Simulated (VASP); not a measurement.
The system is PtSe3.

```
CELL_PARAMETERS angstrom
4.50559 0.00000 0.00000
0.00000 4.50559 0.00000
0.00000 0.00000 4.50559
ATOMIC_POSITIONS crystal
Pt 0.00000 0.00000 0.00000
Se 0.00000 0.50000 0.50000
Se 0.50000 0.00000 0.50000
Se 0.50000 0.50000 0.00000
```

* Program: VASP 6.6.1
* Task: relaxation of cell and atoms
* Functional: PBE
* Potentials or basis: VASP PAW PBE potentials, release 64 (Pt, Se)
* Cutoff: 600 eV
* k mesh: 4 × 4 × 4
* Occupations: gaussian, width 0.1 eV
* Spin: no spin polarisation

At the start: pressure -10.2 GPa; volume 22.87 Å³/atom.

Problem. How do energy, volume and symmetry change on relaxing?

Solution. Over 3 steps the energy falls by 145.0 meV/atom and the volume is 19.10 Å³/atom (-16.5 %); space group Pm-3m (No. 221, to 0.1 Å) before and after.

Step by step:
| step | energy change (eV) | largest force (eV/Å) | pressure (GPa) | volume (Å³) |
| --- | --- | --- | --- | --- |
| 1 | 0.0000 | 0.0000 | -10.18 | 91.46 |
| 2 | -0.5473 | 0.0000 | 3.88 | 73.54 |
| 3 | -0.5800 | 0.0000 | -0.05 | 76.40 |

Final structure:
```yaml
crystal:
  lattice:
    - [4.24318, 0.00000, 0.00000]
    - [0.00000, 4.24318, 0.00000]
    - [0.00000, 0.00000, 4.24318]
  atoms:
    - { symbol: Pt, position: [0.00000, 0.00000, 0.00000] }
    - { symbol: Se, position: [0.00000, 0.50000, 0.50000] }
    - { symbol: Se, position: [0.50000, 0.00000, 0.50000] }
    - { symbol: Se, position: [0.50000, 0.50000, 0.00000] }
```

Caveat: the volume moved by over 15 % at a fixed basis, so the end points are rough.
